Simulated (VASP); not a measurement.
# BeS: single point with r2SCAN

The system is BeS.

```
Be S
1.0
     0.00000    2.43431    2.43431
     2.43431    0.00000    2.43431
     2.43431    2.43431    0.00000
Be S
1 1
Direct
  0.00000 0.00000 0.00000
  0.25000 0.25000 0.25000
```

```
Program                : VASP 6.6.1
Task                   : single point
Functional             : r2SCAN
Potentials or basis    : VASP PAW PBE potentials, release 64 (Be, S)
Cutoff                 : 520 eV
k mesh                 : 6 × 6 × 6
Occupations            : gaussian, width 0.001 eV
Spin                   : no spin polarisation
Dipole correction      : no
Further INCAR settings : ALGO = Normal; EDIFF = 1e-06; NBANDS = 11
```

```json
{"Pressure": "0.3 GPa", "Band gap on the k mesh": "3.60 eV, indirect (least direct gap 6.26 eV)"}
```

Levels at points of the mesh, in eV from the valence-band top:
| k point | band 1 | band 2 | band 3 | band 4 | band 5 | band 6 | band 7 | band 8 |
| --- | --- | --- | --- | --- | --- | --- | --- | --- |
| (0.00, 0.00, 0.00) | -14.22 | 0.00 | 0.00 | 0.00 | 6.26 | 6.26 | 6.26 | 6.58 |
| (0.50, 0.00, 0.00) | -12.57 | -5.88 | -1.04 | -1.04 | 6.06 | 7.14 | 7.14 | 12.00 |
| (0.50, 0.50, 0.00) | -12.01 | -5.13 | -2.67 | -2.67 | 3.60 | 5.39 | 13.77 | 13.77 |

It took 59 s on 1 thread of AMD EPYC 7R13, on a shared host, peak memory 0.12 GiB.

Caveat: the PAW data sets were made with another functional, which shifts forces and pressure a little. r2SCAN opens gaps a little over a GGA but as a rule still falls short of measured ones.
